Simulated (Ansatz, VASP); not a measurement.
## Pb: VASP beside Ansatz

```
CELL_PARAMETERS angstrom
0.00000 2.47502 2.47502
2.47502 0.00000 2.47502
2.47502 2.47502 0.00000
ATOMIC_POSITIONS crystal
Pb 0.00000 0.00000 0.00000
```

Alike in both runs: functional BLYP; k mesh 5 × 5 × 5; occupations fermi-dirac, width 0.05 eV; no spin polarisation.

|  | VASP | Ansatz |
| --- | --- | --- |
| version | VASP 6.6.1 | Ansatz 0.2.0 |
| potentials or method | VASP PAW PBE potentials, release 64 (Pb_d) | Ansatz PAW |
| plane-wave cutoff (eV) | 520 | 420 |
| valence electrons in the cell | 14 | 14 |
| task | single point | band structure |

```csv
,VASP,Ansatz,Ansatz less VASP
gap on the k mesh at the Fermi level (eV),none,none,-
pressure (GPa),5.6,5.5,-0.13
```

VASP's potentials were made for PBE, not for BLYP. A gap of «none» marks a metal or a gap that the smearing closes.

The k mesh is coarse, so the values compare programs but aren't converged. Neither program's run includes spin-orbit coupling.
